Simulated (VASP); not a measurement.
# SiC (F-43m) in VASP: a series of runs, part 2 of 2

VASP 6.6.1. The steps go on from the part before.

## (5) Single point, LDA

This run uses another cell than the first one, of 10.14 Å³/atom, 0.981 times its volume.

Input file INCAR:

```
  PREC = Accurate
  ENCUT = 520
  EDIFF = 1E-6
  ISMEAR = -1
  SIGMA = 0.02
  LREAL = False
  LASPH = True
  NELM = 80
  ALGO = Normal
  ISIF = 2
  LWAVE = False
  LCHARG = False
  GGA = CA
  NBANDS = 11
```

Input file KPOINTS:

```
regular mesh
0
Gamma
  10 10 10
```

Input file POSCAR:

```
SiC
1.0
    0.0000000000      2.1644869219      2.1644869219
    2.1644869219      0.0000000000      2.1644869219
    2.1644869219      2.1644869219      0.0000000000
Si C
1 1
Direct
    0.2500000000      0.2500000000      0.2500000000
    0.0000000000      0.0000000000      0.0000000000
```

Potentials or basis: VASP PAW LDA potentials, release 64 (Si, C).

Command:

```sh
> cat potpaw_LDA.64/Si/POTCAR potpaw_LDA.64/C/POTCAR > POTCAR
> mpirun -np 1 vasp_std > vasp.out
```

OUTCAR:

```text
PREC = Accurate
   ENCUT = 520
   EDIFF = 1E-6
   ISMEAR = -1
   LREAL = False
   LASPH = True
   NELM = 80
   ISIF = 2
   GGA = CA

 ion  position               nearest neighbor table
   1  0.250  0.250  0.250-   2 1.87   2 1.87   2 1.87   2 1.87
   2  0.000  0.000  0.000-   1 1.87   1 1.87   1 1.87   1 1.87

  LATTYP: Found a face centered cubic cell.
 ALAT       =     4.3289738438

  Lattice vectors:

 A1 = (   0.0000000000,   2.1644869219,   2.1644869219)
 A2 = (   2.1644869219,   0.0000000000,   2.1644869219)
 A3 = (   2.1644869219,   2.1644869219,   0.0000000000)

Analysis of symmetry for initial positions (statically):
=====================================================================
 Subroutine PRICEL returns:
 Original cell was already a primitive cell.

 Routine SETGRP: Setting up the symmetry group for a
 face centered cubic supercell.

 Subroutine GETGRP returns: Found 24 space group operations
 (whereof 24 operations were pure point group operations)
 out of a pool of 48 trial point group operations.

The static configuration has the point symmetry T_d .

Analysis of symmetry for dynamics (positions and initial velocities):
=====================================================================
 Subroutine PRICEL returns:
 Original cell was already a primitive cell.

 Routine SETGRP: Setting up the symmetry group for a
 face centered cubic supercell.

 Subroutine GETGRP returns: Found 24 space group operations
 (whereof 24 operations were pure point group operations)
 out of a pool of 48 trial point group operations.

The dynamic configuration has the point symmetry T_d .

 Subroutine INISYM returns: Found 24 space group operations
 (whereof 24 operations are pure point group operations),
 and found     1 'primitive' translations

----------------------------------------------------------------------------------------

                                     Primitive cell

  volume of cell :      20.2813

  direct lattice vectors                    reciprocal lattice vectors
     0.000000000  2.164486922  2.164486922    -0.231001627  0.231001627  0.231001627
     2.164486922  0.000000000  2.164486922     0.231001627 -0.231001627  0.231001627
     2.164486922  2.164486922  0.000000000     0.231001627  0.231001627 -0.231001627

  length of vectors
     3.061046761  3.061046761  3.061046761     0.400106554  0.400106554  0.400106554

  position of ions in fractional coordinates (direct lattice)
     0.250000000  0.250000000  0.250000000
     0.000000000  0.000000000  0.000000000

  ion indices of the primitive-cell ions
   primitive index   ion index
                 1           1
                 2           2

----------------------------------------------------------------------------------------

 KPOINTS: regular mesh

Automatic generation of k-mesh.
 Grid dimensions read from file:
 generate k-points for:   10   10   10

 Generating k-lattice:

  Cartesian coordinates                     Fractional coordinates (reciprocal lattice)
    -0.023100163  0.023100163  0.023100163     0.100000000  0.000000000  0.000000000
     0.023100163 -0.023100163  0.023100163     0.000000000  0.100000000  0.000000000
     0.023100163  0.023100163 -0.023100163     0.000000000  0.000000000  0.100000000

  Length of vectors
     0.040010655  0.040010655  0.040010655

  Shift w.r.t. Gamma in fractional coordinates (k-lattice)
     0.000000000  0.000000000  0.000000000

 Subroutine IBZKPT returns following result:
 ===========================================

 Found     47 irreducible k-points:

 Following reciprocal coordinates:
            Coordinates               Weight
  0.000000  0.000000  0.000000      1.000000
  0.100000  0.000000  0.000000      8.000000
  0.200000  0.000000  0.000000      8.000000
  0.300000  0.000000  0.000000      8.000000
  0.400000  0.000000  0.000000      8.000000
  0.500000  0.000000  0.000000      4.000000
[... 16 lines left out ...]
  0.300000  0.300000  0.000000      6.000000
  0.400000  0.300000  0.000000     24.000000
 [... further k-points ...]
   k-points           NKPTS =     47   k-points in BZ     NKDIM =     47   number of bands    NBANDS=     11
   number of dos      NEDOS =    301   number of ions     NIONS =      2
   total plane-waves  NPLWV =  13824
   dimension x,y,z NGX =    24 NGY =   24 NGZ =   24
   dimension x,y,z NGXF=    48 NGYF=   48 NGZF=   48
   ions per type =               1   1
   NGX,Y,Z   is equivalent  to a cutoff of  13.03, 13.03, 13.03 a.u.
   NGXF,Y,Z  is equivalent  to a cutoff of  26.07, 26.07, 26.07 a.u.
 SYSTEM =  unknown system
   PREC   = accura    normal or accurate (medium, high low for compatibility)
   ISTART =      0    job   : 0-new  1-cont  2-samecut
   ICHARG =      2    charge: 1-file 2-atom 10-const
   ISPIN  =      1    spin polarized calculation?
   LNONCOLLINEAR =      F non collinear calculations
   LSORBIT =      F    spin-orbit coupling
   LASPH  =      T    aspherical Exc in radial PAW
   ENCUT  =  520.0 eV  38.22 Ry    6.18 a.u.   5.69  5.69  5.69*2*pi/ulx,y,z
   NELM   =     80;   NELMIN=  2; NELMDL= -5     # of ELM steps
   EDIFF  = 0.1E-05   stopping-criterion for ELM
   LREAL  =      F    real-space projection
   EDIFFG = 0.1E-04   stopping-criterion for IOM
   NSW    =      0    number of steps for IOM
   IBRION =     -1    ionic relax: 0-MD 1-quasi-New 2-CG
   NFREE  =      0    steps in history (QN), initial steepest desc. (CG)
   ISIF   =      2    stress and relaxation
   ISYM   =      2    0-nonsym 1-usesym 2-fastsym
   POTIM  = 0.5000    time-step for ionic-motion
   TEBEG  =    0.0;   TEEND  =   0.0 temperature during run
   PSTRESS=    0.0 pullay stress
   NELECT =       8.0000    total number of electrons
   NUPDOWN=      -1.0000    fix difference up-down
   EMIN   =  10.00;   EMAX   =-10.00  energy-range for DOS
   EFERMI =   0.00;   METHOD = LEGACY
   ISMEAR =    -1;   SIGMA  =   0.02  broadening in eV -4-tet -1-fermi 0-gaus
   EFERMI_NEDOS =   21; number of points for ismear=-14 and -15
   IALGO  =     38    algorithm
   IMIX   =      4    mixing-type and parameters
     AMIX     =   0.40;   BMIX     =  1.00
     AMIX_MAG =   1.60;   BMIX_MAG =  1.00
  volume/ion in A,a.u.               =      10.14        68.43
  Fermi-wavevector in a.u.,A,eV,Ry     =   1.200623  2.268848 19.612726  1.441495
  Thomas-Fermi vector in A             =   2.336454
   LORBIT       =      0    0 simple, 1 ext, 2 COOP (PROOUT), +10 PAW based schemes
   GGA     = CA    functional components
   LHFCALC =     F    Hartree Fock is set to
   AEXX    =    0.0000 exact exchange contribution
   IVDW    =     0    specifies the selected vdW correction
   LEPSILON=     F    determine dielectric tensor
   LRPA    =     F    only Hartree local field effects (RPA)
 non-spin polarized calculation
  energy-cutoff  :      520.00
  volume of cell :       20.28
 maximum number of plane-waves:       568
   NGX = 11   NGY = 11   NGZ = 11

 number of electron       8.0000000 magnetization

 Free energy of the ion-electron system (eV)
  ---------------------------------------------------
  ext. energy  EPLUGINS =         0.00000000
  ---------------------------------------------------
  free energy    TOTEN  =       -16.64250320 eV

  energy without entropy =      -16.64250320  energy(sigma->0) =      -16.64250320

 E-fermi :   8.6607     XC(G=0): -11.6422

 val. band max:        8.2913109181   @ k =   0.0000   0.0000   0.0000
 cond. band min:       9.5786155076   @ k =   0.5000   0.5000   0.0000
 fundamental gap:      1.2873045895
 Fermi energy:         8.6607027247

 k-point     1 :       0.0000    0.0000    0.0000
  band No.  band energies     occupation
      1      -7.1820      2.00000
      2       8.2913      2.00000
      3       8.2913      2.00000
      4       8.2913      2.00000
      5      14.8199      0.00000
      6      15.6217      0.00000
      7      15.6217      0.00000
      8      15.6217      0.00000
      9      22.8674      0.00000
     10      22.8674      0.00000
     11      24.7746      0.00000
[... 309 lines left out ...]
 k-point    24 :       0.4000    0.3000    0.0000
  band No.  band energies     occupation
      1      -3.9663      2.00000
      2       2.7344      2.00000
      3       5.0856      2.00000
      4       5.6274      2.00000
      5      11.1096      0.00000
      6      13.8761      0.00000
      7      19.9902      0.00000
      8      20.2588      0.00000
      9      22.1128      0.00000
     10      26.4383      0.00000
     11      29.7140      0.00000

 [... further k-points ...]
[... 5 lines left out ...]
  --------------------------------------------------------------------------------------
  -------------------------------------------------------------------------------------
  Total        0.0530222      0.0530222      0.0530222     -0.0000000      0.0000000     -0.0000000
  in kB        4.1886407      4.1886407      4.1886407     -0.0000000      0.0000000     -0.0000000
  external PRESSURE =       4.1886407 kB  Pullay stress =       0.0000000 kB

 VOLUME and BASIS-vectors are now :
 -----------------------------------------------------------------------------
  energy-cutoff  :      520.00
  volume of cell :       20.28
      direct lattice vectors                 reciprocal lattice vectors
     0.000000000  2.164486922  2.164486922    -0.231001627  0.231001627  0.231001627
     2.164486922  0.000000000  2.164486922     0.231001627 -0.231001627  0.231001627
     2.164486922  2.164486922  0.000000000     0.231001627  0.231001627 -0.231001627

 POSITION                                       TOTAL-FORCE (eV/Angst)
 -----------------------------------------------------------------------------------
      1.08224      1.08224      1.08224         0.000000      0.000000      0.000000
      0.00000      0.00000      0.00000        -0.000000     -0.000000     -0.000000
 -----------------------------------------------------------------------------------
    total drift:                               -0.000000     -0.000000     -0.000000

  FREE ENERGIE OF THE ION-ELECTRON SYSTEM (eV)
  ---------------------------------------------------
  free  energy   TOTEN  =       -16.6425032031 eV

  energy  without entropy=      -16.6425032031  energy(sigma->0) =      -16.64250320
```

OSZICAR:

```text
N       E                     dE             d eps       ncg     rms          rms(c)
DAV:   1     0.209839154553E+01    0.20984E+01   -0.38589E+03  1034   0.653E+02
DAV:   2    -0.181077032605E+02   -0.20206E+02   -0.18909E+02  1388   0.106E+02
DAV:   3    -0.187361591798E+02   -0.62846E+00   -0.62725E+00  1294   0.153E+01
DAV:   4    -0.187388010380E+02   -0.26419E-02   -0.26417E-02  1154   0.127E+00
DAV:   5    -0.187388136147E+02   -0.12577E-04   -0.12577E-04  1282   0.819E-02    0.928E+00
DAV:   6    -0.167376299539E+02    0.20012E+01   -0.72653E+00  1163   0.120E+01    0.411E+00
DAV:   7    -0.166635580882E+02    0.74072E-01   -0.40975E-01  1223   0.368E+00    0.183E+00
DAV:   8    -0.166429358232E+02    0.20622E-01   -0.27187E-02  1181   0.992E-01    0.184E-01
DAV:   9    -0.166424891375E+02    0.44669E-03   -0.20859E-03  1273   0.246E-01    0.985E-02
DAV:  10    -0.166425029288E+02   -0.13791E-04   -0.13096E-04  1151   0.709E-02    0.338E-02
DAV:  11    -0.166425032031E+02   -0.27427E-06   -0.36365E-06  1262   0.118E-02
   1 F= -.16642503E+02 E0= -.16642503E+02  d E =-.245608E-10
```

stdout:

```text
POSCAR found type information on POSCAR SiC
 POSCAR found :  2 types and       2 ions
 scaLAPACK will be used
 LDA part: xc-table for (Slater(with rela. corr.)+CA(PZ))
 , standard interpolation
 POSCAR, INCAR and KPOINTS ok, starting setup
 FFT: planning ... GRIDC
 FFT: planning ... GRID_SOFT
 FFT: planning ... GRID
 WAVECAR not read
 entering main loop
```

Wall time 3.2 s (1 thread of Intel Xeon 6975P-C, shared host); peak memory 0.13 GiB.

What came out:

```
Free energy            : -16.6425 eV
Pressure               : 0.4 GPa
Band gap on the k mesh : 1.29 eV, indirect (least direct gap 4.52 eV)
```

A k mesh can miss the band edges. As with any semilocal functional, this LDA gap is likely too small.

## (6) Single point, r2SCAN

Input file POSCAR:

```
SiC
1.0
    0.0000000000      2.1780504216      2.1780504216
    2.1780504216      0.0000000000      2.1780504216
    2.1780504216      2.1780504216      0.0000000000
Si C
1 1
Direct
    0.2500000000      0.2500000000      0.2500000000
    0.0000000000      0.0000000000      0.0000000000
```

Input file INCAR.step1:

```
SYSTEM = SiC
  PREC = Accurate
  ENCUT = 520
  ISMEAR = -1
  SIGMA = 0.02
  LREAL = .FALSE.
  LASPH = .TRUE.
  NELM = 60
  NBANDS = 11
  GGA = PE
  ALGO = Normal
  EDIFF = 1E-4
  LWAVE = .TRUE.
  LCHARG = .FALSE.
```

Input file INCAR.step2:

```
SYSTEM = SiC
  PREC = Accurate
  ENCUT = 520
  EDIFF = 1E-6
  ISMEAR = -1
  SIGMA = 0.02
  LREAL = .FALSE.
  LASPH = .TRUE.
  NELM = 60
  ALGO = Normal
  ISIF = 2
  LWAVE = .FALSE.
  LCHARG = .FALSE.
  METAGGA = R2SCAN
  LMIXTAU = .TRUE.
  NBANDS = 11
  ISTART = 1
```

Input file KPOINTS:

```
Automatic mesh
0
G
  10 10 10
  0 0 0
```

Potentials or basis: VASP PAW PBE potentials, release 64 (Si, C).

Command:

```sh
> cat potpaw_PBE.64/Si/POTCAR potpaw_PBE.64/C/POTCAR > POTCAR
> cp INCAR.step1 INCAR
> mpirun -np 1 vasp_std > vasp.out
> cp INCAR.step2 INCAR
> mpirun -np 1 vasp_std > vasp.out
```

Wall time 16 s (1 thread of Intel Xeon 6975P-C, shared host); peak memory 0.14 GiB.

Results (log left out):

```yaml
Free_energy: -19.3270 eV
Pressure: -0.1 GPa
Band_gap_on_the_k_mesh: 1.72 eV, indirect (least direct gap 5.06 eV)
```

Levels at points of the mesh, in eV from the valence-band top:
```tsv
k point	band 1	band 2	band 3	band 4	band 5	band 6	band 7	band 8
(0.00, 0.00, 0.00)	-16.19	0.00	0.00	0.00	6.85	7.86	7.86	7.86
(0.50, 0.00, 0.00)	-12.56	-8.83	-1.11	-1.11	6.00	7.76	7.76	10.96
(0.50, 0.50, 0.00)	-11.10	-8.05	-3.34	-3.34	1.72	4.83	15.15	15.15
```

Caveat: the PAW data sets were made with another functional, which shifts forces and pressure a little.

## (7) Overview

```tsv
level	potentials or basis	cell	smearing	gap on the mesh (eV)	pressure (GPa)
PBE	VASP PAW PBE potentials, release 64 (Si, C)	a = 3.080 Å, angles 60.0°, 2 atoms	fermi-dirac 0.02 eV	1.36	3.5
LDA	VASP PAW LDA potentials, release 64 (Si, C)	a = 3.080 Å, angles 60.0°, 2 atoms	gaussian 0.01 eV	1.30	-3.7
PBEsol	VASP PAW PBE potentials, release 64 (Si, C)	a = 3.081 Å, angles 60.0°, 2 atoms	fermi-dirac 0.02 eV	1.23	0.3
LDA	VASP PAW LDA potentials, release 64 (Si, C)	a = 3.061 Å, angles 60.0°, 2 atoms	fermi-dirac 0.02 eV	1.29	0.4
r2SCAN	VASP PAW PBE potentials, release 64 (Si, C)	a = 3.080 Å, angles 60.0°, 2 atoms	fermi-dirac 0.02 eV	1.72	-0.1
```

Alike in all rows: task single point; no spin polarisation; k mesh 10 × 10 × 10; cutoff (eV) 520.

Caveats: the PAW data sets were made with another functional, which shifts forces and pressure a little (some runs).

Absolute energies hang on the potentials; compare differences alone.
